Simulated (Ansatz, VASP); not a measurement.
ZnSe in VASP and in Ansatz

INCAR

```
PREC     = Accurate       # precision mode
ENCUT    = 520            # plane-wave cutoff, eV
EDIFF    = 1E-6           # SCF threshold, eV
ISMEAR   = 0              # smearing method
SIGMA    = 0.05           # smearing width, eV
LREAL    = F              # projectors in reciprocal space
LASPH    = T              # aspherical terms in the spheres
NELM     = 60             # most SCF steps
ALGO     = Normal         # electronic algorithm
ISIF     = 2              # what is computed and relaxed
LWAVE    = F              # write WAVECAR
LCHARG   = T              # write CHGCAR
GGA      = RE             # functional
IVDW     = 13             # dispersion correction
LELF     = T              # ELF
LVHAR    = T            
NBANDS   = 16             # bands
```

File KPOINTS:

```
regular mesh
0
Gamma
  8 8 8
```

File POSCAR:

```
ZnSe
1.0
    0.0000000000      2.8337995388      2.8337995388
    2.8337995388      0.0000000000      2.8337995388
    2.8337995388      2.8337995388      0.0000000000
Zn Se
1 1
Direct
    0.0000000000      0.0000000000      0.0000000000
    0.7500000000      0.7500000000      0.7500000000
```

Input for Ansatz:

```yaml
crystal:
  lattice:
    - [0.0, 2.8337995388, 2.8337995388]
    - [2.8337995388, 0.0, 2.8337995388]
    - [2.8337995388, 2.8337995388, 0.0]
  atoms:
    - { symbol: Zn, position: [0.0, 0.0, 0.0] }
    - { symbol: Se, position: [0.75, 0.75, 0.75] }
basis:
  ecutwfc: 420
  ecutrho_ratio: 4
kpoints:
  mp_grid: { grid: [8, 8, 8] }
hamiltonian:
  xc: revpbe
  dispersion: d4
scf:
  occupations: { method: gaussian, width: 0.05 }
output:
  forces: true
  stress: true
  eigenvalues: true
```

Alike in both runs: task single point; functional revPBE; dispersion D4; k mesh 8 × 8 × 8; occupations gaussian, width 0.05 eV; no spin polarisation.

|  | VASP | Ansatz |
| --- | --- | --- |
| version | VASP 6.6.1 | Ansatz 0.2.0 |
| potentials or method | VASP PAW PBE potentials, release 64 (Zn, Se), cutoff 520 eV | scalar-relativistic, plane waves, PAW |
| valence electrons in the cell | 18 | 28 |

VASP gave:

* gap on the k mesh at the Fermi level (eV): 1.41
* least direct gap on the mesh (eV): 1.41
* pressure (GPa): -0.5

**Question.** Estimate Ansatz's values.

**Answer.** gap on the k mesh at the Fermi level (eV): 1.41; least direct gap on the mesh (eV): 1.41; pressure (GPa): -0.8.

VASP's potentials were made for PBE, not for revPBE. VASP's potentials hold 18 valence electrons a cell and Ansatz's 28, so a difference there can come from the potentials and not from the codes.
